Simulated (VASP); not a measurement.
Here is a VASP 6.6.1 calculation.

File INCAR:

```
  ALGO = Fast
  EDIFF = 1E-7
  EDIFFG = -0.01
  ENCUT = 600
  GGA = PE
  IBRION = 2
  ISIF = 3
  ISMEAR = 0
  LASPH = T
  LCHARG = F
  LREAL = F
  LWAVE = F
  NELM = 100
  NSW = 100
  PREC = Accurate
  SIGMA = 0.1
```

KPOINTS

```
k-points
0
Gamma
  18 18 18
```

Contents of POSCAR:

```
In
1.0
    1.9859498353      1.1465886720      2.0871653619
   -1.9859498353      1.1465886720      2.0871653619
    0.0000000000     -2.2931773440      2.0871653619
In
1
Direct
    0.5000000000      0.5000000000      0.5000000000
```

Potentials or basis: VASP PAW PBE potentials, release 64 (In_d).

The run is started by

```sh
$ cat potpaw_PBE.64/In_d/POTCAR > POTCAR
$ mpirun -np 1 vasp_std > vasp.out
```

**Question.** What does it give for the relaxed cell?

**Answer.** a = 3.378 Å, b = 3.378 Å, c = 3.378 Å, α = 60.33°, β = 60.33°, γ = 60.33°.

**Question.** What does it give for the space group after relaxing (to 0.05 Å)?

**Answer.** Fm-3m (No. 225).

**Question.** What does it give for the relaxed volume?

**Answer.** 27.45 Å³/atom.

Final structure:
```xyz
1
Lattice="1.6973 0.9800 2.7510 -1.6973 0.9800 2.7510 0.0000 -1.9599 2.7510" Properties=species:S:1:pos:R:3 pbc="T T T"
In    0.0000    0.0000    4.1265
```
